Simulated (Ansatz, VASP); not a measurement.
## ZnSe: VASP beside Ansatz

The input INCAR:

```
PREC = Accurate
ENCUT = 520
EDIFF = 1E-7
ISMEAR = -1
SIGMA = 0.03
LREAL = F
LASPH = T
NELM = 80
ALGO = Normal
ISIF = 2
LWAVE = F
LCHARG = F
GGA = CA
NBANDS = 16
```

File KPOINTS:

```
Automatic mesh
0
Gamma
  8 8 8
```

POSCAR

```
ZnSe
1.0
    0.0000000000      2.7487860000      2.8338000000
    2.7487860000      0.0000000000      2.8338000000
    2.7487860000      2.7487860000      0.0000000000
Zn Se
1 1
Direct
    0.0000000000      0.0000000000      0.0000000000
    0.7500000000      0.7500000000      0.7500000000
```

Input for Ansatz:

```yaml
crystal:
  lattice:
    - [0.0, 2.748786, 2.8338]
    - [2.748786, 0.0, 2.8338]
    - [2.748786, 2.748786, 0.0]
  atoms:
    - { symbol: Zn, position: [0.0, 0.0, 0.0] }
    - { symbol: Se, position: [0.75, 0.75, 0.75] }
kpoints:
  mp_grid: { grid: [8, 8, 8] }
  band_path:
    path:
      - [0.0, 0.0, 0.0]
      - [0.5, 0.0, 0.5]
      - [0.75, 0.25, 0.5]
      - [0.5, 0.5, 0.5]
      - [0.0, 0.0, 0.0]
      - [0.5, 0.5, 0.0]
      - [0.6323875, 0.6323875, 0.264775]
      - [0.3676125, 0.3676125, 0.735225]
      - [0.0, 0.0, 0.0]
    npoints: 5
scf:
  occupations: { method: fermi_dirac, width: 0.03 }
hamiltonian:
  xc: lda
  pseudopotentials: { kind: all_electron, lapw: { basis_error: 0.001 } }
output:
  forces: true
  stress: true
  eigenvalues: true
```

Change from the starting cell: equal xx and yy strain of -3 %.

Alike in both runs: task single point; functional LDA; k mesh 8 × 8 × 8; occupations fermi-dirac, width 0.03 eV; no spin polarisation.

|  | VASP | Ansatz |
| --- | --- | --- |
| version | VASP 6.6.1 | Ansatz 0.2.0 |
| potentials or method | VASP PAW LDA potentials, release 64 (Zn, Se), cutoff 520 eV | all-electron LAPW, scalar-relativistic |

```tsv
	VASP	Ansatz	Ansatz less VASP
gap on the k mesh at the Fermi level (eV)	1.28	1.24	-0.040
pressure (GPa)	0.9	0.5	-0.36
traceless stress, the component that is largest in VASP (GPa)	-0.82	-0.83	-0.007
```

LDA's correlation is that of Perdew and Zunger in VASP and of Perdew and Wang (1992) in Ansatz. Ansatz ran all-electron here, and VASP with PAW potentials.
